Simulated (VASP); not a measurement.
Write the native input for VASP 6.6.1 that does the following.

| Item | Value |
| --- | --- |
| Task | single point |
| Functional | PBE |
| Dispersion | D3(BJ) |
| Potentials or basis | VASP PAW PBE potentials, release 64 (H, C) |
| Cutoff | 520 eV |
| k mesh | 3 × 3 × 1 |
| Occupations | gaussian, width 0.05 eV |
| Spin | collinear spin |
| Starting moments | [0.0, 0.0, 0.0, 0.0, 0.0, 0.0, 0.0, 0.0, 0.0, 0.0, 0.0, 0.0, 0.0, 0.0, 0.0, 0.0, 0.0, 0.0, 0.0, -0.24, 0.3] μB |
| Dipole correction | no |
| Further INCAR settings | ALGO = Normal; EDIFF = 1e-06; NBANDS = 56; NELMDL = -8 |

The structure of H4C17 lies in POSCAR:

```
H4C17
1.0
    5.0487420000      0.0000000000      0.0000000000
    2.5243710000      4.3723390000      0.0000000000
    0.0000000000      0.0000000000     15.6764260000
H C
4 17
Direct
    0.1666667848      0.1666666285      0.0637900501
    0.6666667848      0.1666666285      0.0637900501
    0.1666666285      0.6666667429      0.0637900501
    0.6666666285      0.6666667429      0.0637900501
    0.1666667848      0.1666666285      0.1339591052
    0.6666667848      0.1666666285      0.1339591052
    0.1666666285      0.6666667429      0.1339591052
    0.6666666285      0.6666667429      0.1339591052
   -0.1666666285      0.3333332571      0.1668291612
    0.3333333715      0.3333332571      0.1668291612
   -0.1666665867      0.8333333715      0.1668291612
    0.3333334133      0.8333333715      0.1668291612
   -0.1648055925      0.3352244645      0.2745692800
    0.3295528654      0.3352235497      0.2745829949
   -0.1648057255      0.8295811464      0.2745692800
    0.3333070881      0.8333464080      0.2566649439
    0.0197961322     -0.0098981346      0.3003277660
    0.4900885179     -0.0099171176      0.3003201112
   -0.0000313045      0.5000156667      0.2948423320
    0.4900885561      0.5198286318      0.3003201112
    0.3333633426     -0.1666817234      0.3643919858
```

The input as run:

INCAR

```
ALGO = Normal
EDIFF = 1E-6
ENCUT = 520
GGA = PE
GGA_COMPAT = False
ISIF = 2
ISMEAR = 0
ISPIN = 2
IVDW = 12
LASPH = True
LCHARG = False
LORBIT = 11
LREAL = False
LWAVE = False
MAGMOM = 0 0 0 0 0 0 0 0 0 0 0 0 0 0 0 0 0 0 0 -0.24 0.3
NBANDS = 56
NELM = 200
NELMDL = -8
PREC = Accurate
SIGMA = 0.05
```

KPOINTS

```
k-points
0
Gamma
  3 3 1
```

Potentials or basis: VASP PAW PBE potentials, release 64 (H, C).

The run is started by

```console
$ cat potpaw_PBE.64/H/POTCAR potpaw_PBE.64/C/POTCAR > POTCAR
$ mpirun -np 1 vasp_std > vasp.out
```

Results of the run:

| Property | Result |
| --- | --- |
| Largest force | 4.863 eV/Å |
| Band gap on the k mesh | zero (filled and empty bands overlap) |
| Net moment | 0.00 μB per cell |
| Valence electrons inside the program's atomic spheres | H 0.69; C 2.59, 2.50, 2.64, 2.49, 2.69, 2.47, 2.58, 2.21 (each value once) |
| Dispersion energy per atom | -0.109 eV |

Caveat: the k points lie up to 0.48 Å⁻¹ apart; there is no dipole correction, which matters where the two faces differ.

Wall time 12 min on 1 thread of Oxide Virtual Turin-like Processor, with other jobs on the host, peak memory 0.61 GiB.
